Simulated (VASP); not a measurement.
Input of a VASP 6.6.1 run:

The input INCAR:

```
SYSTEM = K
  PREC = Accurate
  ENCUT = 520
  EDIFF = 1E-6
  ISMEAR = -1
  SIGMA = 0.1
  LREAL = .FALSE.
  LASPH = .TRUE.
  NELM = 100
  ALGO = Normal
  ISIF = 2
  LWAVE = .FALSE.
  LCHARG = .FALSE.
  GGA = PS
  NBANDS = 16
```

The input KPOINTS:

```
regular mesh
0
G
  7 7 7
  0 0 0
```

The input POSCAR:

```
K
1.0
    0.0000000000      4.8362203224      4.8362203224
    4.8362203224      0.0000000000      4.8362203224
    4.8362203224      4.8362203224      0.0000000000
K
2
Direct
    0.1250000000      0.1250000000      0.1250000000
    0.8750000000      0.8750000000      0.8750000000
```

Potentials or basis: VASP PAW PBE potentials, release 64 (K_sv).

Launch:

```console
$ cat potpaw_PBE.64/K_sv/POTCAR > POTCAR
$ mpirun -np 1 vasp_std > vasp.out
```

Predict the band gap on the k mesh.

zero (bands 9 and 10 overlap by 0.05 eV).

What does it give for the pressure?

-0.1 GPa.

Caveat: the PAW data sets were made with another functional, which shifts forces and pressure a little.
